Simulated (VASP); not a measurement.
# AsRu2I (R-3m) in VASP: single point with r2SCAN

Aim: the single point of AsRu2I with r2SCAN.

All numbers are computed with VASP 6.6.1; they aren't measurements. Logs are shortened: lines on timing, memory, paths and dates and some standing lists are left out, and cuts for length are marked.

**1. The cell of the first run**

Symmetry: R-3m, No. 166, trigonal system. The conventional cell has a = 4.023 Å, b = 4.023 Å, c = 20.396 Å, α = 90.00°, β = 90.00°, γ = 120.00°. As (site symmetry -3m) has 6 Ru at 2.67 Å within 3.5 Å. Within 4.2 Å of I (site symmetry -3m) lie 6 Ru at 3.12 Å and 6 I at 4.02 Å and 6 As at 4.12 Å. Ru (site symmetry 3m) has 3 As at 2.67 Å and 3 I at 3.12 Å and 3 Ru at 3.51 Å within 3.6 Å.

**2. Single point, r2SCAN**

Contents of POSCAR:

```
AsRu2I
1.0
    2.0116780000      3.4843260000      0.0000000000
   -2.0116780000      3.4843260000      0.0000000000
   -2.0116780000      1.1614390000      6.7986220000
As I Ru
1 1 2
Direct
    0.5000000000      0.0000000000      0.5000000000
    0.0000000000      0.0000000000      0.0000000000
    0.2313000000      0.5374000000      0.6939000000
    0.7687000000      0.4626000000      0.3061000000
```

Contents of INCAR.step1:

```
ALGO = Normal
EDIFF = 1E-4
ENCUT = 520
GGA = PE
ISMEAR = 1
LASPH = True
LCHARG = False
LREAL = False
LWAVE = True
NBANDS = 28
NELM = 60
PREC = Accurate
SIGMA = 0.0287
```

Contents of INCAR.step2:

```
ALGO = Normal
EDIFF = 1E-7
ENCUT = 520
ISIF = 2
ISMEAR = 1
ISTART = 1
LASPH = True
LCHARG = True
LELF = True
LMIXTAU = True
LREAL = False
LVHAR = True
LWAVE = False
METAGGA = R2SCAN
NBANDS = 28
NELM = 60
PREC = Accurate
SIGMA = 0.0287
```

Contents of KPOINTS:

```
k-points
0
Gamma
  8 8 8
```

Potentials or basis: VASP PAW PBE potentials, release 64 (As, I, Ru_pv).

The run is started by

```bash
> cat potpaw_PBE.64/As/POTCAR potpaw_PBE.64/I/POTCAR potpaw_PBE.64/Ru_pv/POTCAR > POTCAR
> cp INCAR.step1 INCAR
> mpirun -np 1 vasp_std > vasp.out
> cp INCAR.step2 INCAR
> mpirun -np 1 vasp_std > vasp.out
```

OUTCAR:

```text
EDIFF = 1E-7
   ENCUT = 520
   ISIF = 2
   ISMEAR = 1
   ISTART = 1
   LASPH = True
   LREAL = False
   METAGGA = R2SCAN
   NELM = 60
   PREC = Accurate

 ion  position               nearest neighbor table
   1  0.500  0.000  0.500-   3 2.67   4 2.67   3 2.67   3 2.67   4 2.67   4 2.67
   2  0.000  0.000  0.000-   4 3.12   3 3.12   4 3.12   3 3.12   4 3.12   3 3.12
   3  0.231  0.537  0.694-   1 2.67   1 2.67   1 2.67   2 3.12   2 3.12   2 3.12
   4  0.769  0.463  0.306-   1 2.67   1 2.67   1 2.67   2 3.12   2 3.12   2 3.12

  LATTYP: Found a trigonal (rhomboedric) cell.
 ALAT       =     7.1845006803
 COS(alpha) =     0.8431972236

  Lattice vectors:

 A1 = (   2.0116780000,   1.1614390000,   6.7986220000)
 A2 = (  -2.0116780000,   1.1614390000,   6.7986220000)
 A3 = (   0.0000000000,  -2.3228870000,   6.7986220000)

Analysis of symmetry for initial positions (statically):
=====================================================================
 Subroutine PRICEL returns:
 Original cell was already a primitive cell.

 Routine SETGRP: Setting up the symmetry group for a
 trigonal (rhombohedral) supercell.

 Subroutine GETGRP returns: Found 12 space group operations
 (whereof 12 operations were pure point group operations)
 out of a pool of 12 trial point group operations.

The static configuration has the point symmetry D_3d.

Analysis of symmetry for dynamics (positions and initial velocities):
=====================================================================
 Subroutine PRICEL returns:
 Original cell was already a primitive cell.

 Routine SETGRP: Setting up the symmetry group for a
 trigonal (rhombohedral) supercell.

 Subroutine GETGRP returns: Found 12 space group operations
 (whereof 12 operations were pure point group operations)
 out of a pool of 12 trial point group operations.

The dynamic configuration has the point symmetry D_3d.

 Subroutine INISYM returns: Found 12 space group operations
 (whereof 12 operations are pure point group operations),
 and found     1 'primitive' translations

----------------------------------------------------------------------------------------

                                     Primitive cell

  volume of cell :      95.3077

  direct lattice vectors                    reciprocal lattice vectors
     2.011678000  3.484326000  0.000000000     0.248548724  0.143499776  0.049029607
    -2.011678000  3.484326000  0.000000000    -0.248548724  0.143499776 -0.098059024
    -2.011678000  1.161439000  6.798622000     0.000000000  0.000000000  0.147088631

  length of vectors
     4.023353831  4.023353831  7.184500680     0.291157271  0.303289014  0.147088631

  position of ions in fractional coordinates (direct lattice)
     0.500000000  0.000000000  0.500000000
     0.000000000  0.000000000  0.000000000
     0.231300000  0.537400000  0.693900000
     0.768700000  0.462600000  0.306100000

  ion indices of the primitive-cell ions
   primitive index   ion index
                 1           1
                 2           2
                 3           3
                 4           4

----------------------------------------------------------------------------------------

 KPOINTS: k-points

Automatic generation of k-mesh.
 Grid dimensions read from file:
 generate k-points for:    8    8    8

 Generating k-lattice:

  Cartesian coordinates                     Fractional coordinates (reciprocal lattice)
     0.031068591  0.017937472  0.006128701     0.125000000  0.000000000  0.000000000
    -0.031068591  0.017937472 -0.012257378     0.000000000  0.125000000  0.000000000
     0.000000000  0.000000000  0.018386079     0.000000000  0.000000000  0.125000000

  Length of vectors
     0.036394659  0.037911127  0.018386079

  Shift w.r.t. Gamma in fractional coordinates (k-lattice)
     0.000000000  0.000000000  0.000000000

 Subroutine IBZKPT returns following result:
 ===========================================

 Found     65 irreducible k-points:

 Following reciprocal coordinates:
            Coordinates               Weight
  0.000000  0.000000  0.000000      1.000000
  0.125000  0.000000  0.000000      6.000000
  0.250000  0.000000  0.000000      6.000000
  0.375000 -0.000000 -0.000000      6.000000
  0.500000  0.000000  0.000000      3.000000
  0.000000  0.125000 -0.000000      6.000000
[... 16 lines left out ...]
  0.125000  0.000000  0.125000      6.000000
  0.250000  0.000000  0.125000      6.000000
 [... further k-points ...]
   k-points           NKPTS =     65   k-points in BZ     NKDIM =     65   number of bands    NBANDS=     28
   number of dos      NEDOS =    301   number of ions     NIONS =      4
   total plane-waves  NPLWV =  48600
   dimension x,y,z NGX =    30 NGY =   30 NGZ =   54
   dimension x,y,z NGXF=    60 NGYF=   60 NGZF=  108
   ions per type =               1   1   2
   NGX,Y,Z   is equivalent  to a cutoff of  12.40, 12.40, 12.50 a.u.
   NGXF,Y,Z  is equivalent  to a cutoff of  24.79, 24.79, 24.99 a.u.
 SYSTEM =  unknown system
   PREC   = accura    normal or accurate (medium, high low for compatibility)
   ISTART =      1    job   : 0-new  1-cont  2-samecut
   ICHARG =      0    charge: 1-file 2-atom 10-const
   ISPIN  =      1    spin polarized calculation?
   LNONCOLLINEAR =      F non collinear calculations
   LSORBIT =      F    spin-orbit coupling
   LASPH  =      T    aspherical Exc in radial PAW
   ENCUT  =  520.0 eV  38.22 Ry    6.18 a.u.   7.48  7.48 13.36*2*pi/ulx,y,z
   NELM   =     60;   NELMIN=  2; NELMDL=  0     # of ELM steps
   EDIFF  = 0.1E-06   stopping-criterion for ELM
   LREAL  =      F    real-space projection
   EDIFFG = 0.1E-05   stopping-criterion for IOM
   NSW    =      0    number of steps for IOM
   IBRION =     -1    ionic relax: 0-MD 1-quasi-New 2-CG
   NFREE  =      0    steps in history (QN), initial steepest desc. (CG)
   ISIF   =      2    stress and relaxation
   ISYM   =      2    0-nonsym 1-usesym 2-fastsym
   POTIM  = 0.5000    time-step for ionic-motion
   TEBEG  =    0.0;   TEEND  =   0.0 temperature during run
   PSTRESS=    0.0 pullay stress
   NELECT =      40.0000    total number of electrons
   NUPDOWN=      -1.0000    fix difference up-down
   EMIN   =  10.00;   EMAX   =-10.00  energy-range for DOS
   EFERMI =   0.00;   METHOD = LEGACY
   ISMEAR =     1;   SIGMA  =   0.03  broadening in eV -4-tet -1-fermi 0-gaus
   EFERMI_NEDOS =   21; number of points for ismear=-14 and -15
   IALGO  =     38    algorithm
   IMIX   =      4    mixing-type and parameters
     AMIX     =   0.40;   BMIX     =  1.00
     AMIX_MAG =   1.60;   BMIX_MAG =  1.00
  volume/ion in A,a.u.               =      23.83       160.79
  Fermi-wavevector in a.u.,A,eV,Ry     =   1.225704  2.316244 20.440702  1.502349
  Thomas-Fermi vector in A             =   2.360732
   LORBIT       =      0    0 simple, 1 ext, 2 COOP (PROOUT), +10 PAW based schemes
   METAGGA = R2SCAN    functional components
   LHFCALC =     F    Hartree Fock is set to
   AEXX    =    0.0000 exact exchange contribution
   IVDW    =     0    specifies the selected vdW correction
   LEPSILON=     F    determine dielectric tensor
   LRPA    =     F    only Hartree local field effects (RPA)
 non-spin polarized calculation
 Methfessel and Paxton  Order N= 1 SIGMA  =   0.03
  energy-cutoff  :      520.00
  volume of cell :       95.31
 maximum number of plane-waves:      2588
 NGX is ok and might be reduce to    30
   NGX = 15   NGY = 15   NGZ = 27

 number of electron      40.0000005 magnetization

 Free energy of the ion-electron system (eV)
  ---------------------------------------------------
  ext. energy  EPLUGINS =         0.00000000
  ---------------------------------------------------
  free energy    TOTEN  =       -87.00474598 eV

  energy without entropy =      -87.00452140  energy(sigma->0) =      -87.00467112

 E-fermi :   6.0705     XC(G=0): -10.9656

 val. band max:        6.0667597776   @ k =  -0.2500  -0.3750   0.1250
 cond. band min:       6.0754707523   @ k =  -0.0000   0.3750   0.1250
 fundamental gap:      0.0087109747
 Fermi energy:         6.0704668255

 k-point     1 :       0.0000    0.0000    0.0000
  band No.  band energies     occupation
      1     -37.1417      2.00000
      2     -37.1133      2.00000
      3     -37.0912      2.00000
      4     -37.0912      2.00000
      5     -37.0846      2.00000
      6     -37.0846      2.00000
[... 20 lines left out ...]
     27      12.6836      0.00000
     28      12.6837      0.00000

 k-point     2 :       0.1250    0.0000    0.0000
  band No.  band energies     occupation
      1     -37.1408      2.00000
      2     -37.1145      2.00000
      3     -37.0923      2.00000
      4     -37.0920      2.00000
      5     -37.0857      2.00000
      6     -37.0845      2.00000
[... 20 lines left out ...]
     27      12.5571      0.00000
     28      13.3562      0.00000

 k-point     3 :       0.2500    0.0000    0.0000
  band No.  band energies     occupation
      1     -37.1383      2.00000
      2     -37.1178      2.00000
      3     -37.0946      2.00000
      4     -37.0939      2.00000
      5     -37.0884      2.00000
      6     -37.0844      2.00000
[... 20 lines left out ...]
     27      13.0308      0.00000
     28      13.3652      0.00000

 k-point     4 :       0.3750   -0.0000   -0.0000
  band No.  band energies     occupation
      1     -37.1349      2.00000
      2     -37.1223      2.00000
      3     -37.0966      2.00000
      4     -37.0956      2.00000
      5     -37.0911      2.00000
      6     -37.0844      2.00000
[... 578 lines left out ...]
     27      12.8316      0.00000
     28      12.8316      0.00000

 k-point    23 :       0.1250    0.0000    0.1250
  band No.  band energies     occupation
      1     -37.1406      2.00000
      2     -37.1146      2.00000
      3     -37.0923      2.00000
      4     -37.0920      2.00000
      5     -37.0857      2.00000
      6     -37.0845      2.00000
[... 20 lines left out ...]
     27      12.8723      0.00000
     28      13.2638      0.00000

 k-point    24 :       0.2500    0.0000    0.1250
  band No.  band energies     occupation
      1     -37.1381      2.00000
      2     -37.1180      2.00000
      3     -37.0946      2.00000
      4     -37.0939      2.00000
      5     -37.0884      2.00000
      6     -37.0844      2.00000
[... 20 lines left out ...]
     27      13.2146      0.00000
     28      13.4581      0.00000

 [... further k-points ...]
[... 5 lines left out ...]
  --------------------------------------------------------------------------------------
  -------------------------------------------------------------------------------------
  Total      -11.0470335    -11.0470176    -11.0756189      0.0000000      0.0000049      0.0000000
  in kB     -185.7069318   -185.7066648   -186.1874692      0.0000000      0.0000822      0.0000000
  external PRESSURE =    -185.8670219 kB  Pullay stress =       0.0000000 kB

 VOLUME and BASIS-vectors are now :
 -----------------------------------------------------------------------------
  energy-cutoff  :      520.00
  volume of cell :       95.31
      direct lattice vectors                 reciprocal lattice vectors
     2.011678000  3.484326000  0.000000000     0.248548724  0.143499776  0.049029607
    -2.011678000  3.484326000  0.000000000    -0.248548724  0.143499776 -0.098059024
    -2.011678000  1.161439000  6.798622000     0.000000000  0.000000000  0.147088631

 POSITION                                       TOTAL-FORCE (eV/Angst)
 -----------------------------------------------------------------------------------
      0.00000      2.32288      3.39931         0.000000      0.000000      0.000000
      0.00000      0.00000      0.00000         0.000000     -0.000000      0.000000
     -2.01168      3.48432      4.71756        -0.000000      0.000001     -2.385173
      0.00000      4.64577      2.08106         0.000000     -0.000001      2.385173
 -----------------------------------------------------------------------------------
    total drift:                               -0.000000      0.000000      0.000000

  FREE ENERGIE OF THE ION-ELECTRON SYSTEM (eV)
  ---------------------------------------------------
  free  energy   TOTEN  =       -87.0047459772 eV

  energy  without entropy=      -87.0045214015  energy(sigma->0) =      -87.00467112
```

Wall time 24 min (1 thread of AMD EPYC 7R13, shared host); peak memory 0.31 GiB.

Results:

- Free energy: -87.0047 eV
- Pressure: -18.6 GPa
- Largest force: 2.385 eV/Å
- Band gap on the k mesh: zero (bands 20 and 21 overlap by 0.41 eV)

Forces on the atoms (eV/Å):
```
As   0.000  0.000  0.000
I    0.000  0.000  0.000
Ru   0.000  0.000 -2.385
Ru   0.000  0.000  2.385
```

Levels at points of the mesh, in eV from the Fermi level:
| k point | band 17 | band 18 | band 19 | band 20 | band 21 | band 22 | band 23 | band 24 |
| --- | --- | --- | --- | --- | --- | --- | --- | --- |
| (0.00, 0.00, 0.00) | -1.06 | -1.03 | -1.03 | -0.26 | -0.26 | 1.01 | 2.96 | 3.80 |
| (0.50, 0.00, 0.00) | -0.58 | -0.40 | -0.22 | -0.01 | 0.51 | 0.72 | 1.39 | 1.69 |
| (0.00, 0.50, 0.00) | -0.61 | -0.49 | -0.40 | -0.19 | 0.10 | 0.50 | 2.05 | 2.48 |
| (0.00, 0.00, 0.50) | -0.94 | -0.46 | -0.46 | 0.13 | 0.13 | 0.29 | 3.23 | 3.23 |

Caveat: the cell stands under tension; the PAW data sets were made with another functional, which shifts forces and pressure a little; spin-orbit coupling is left out, which moves the levels of the heavy elements.
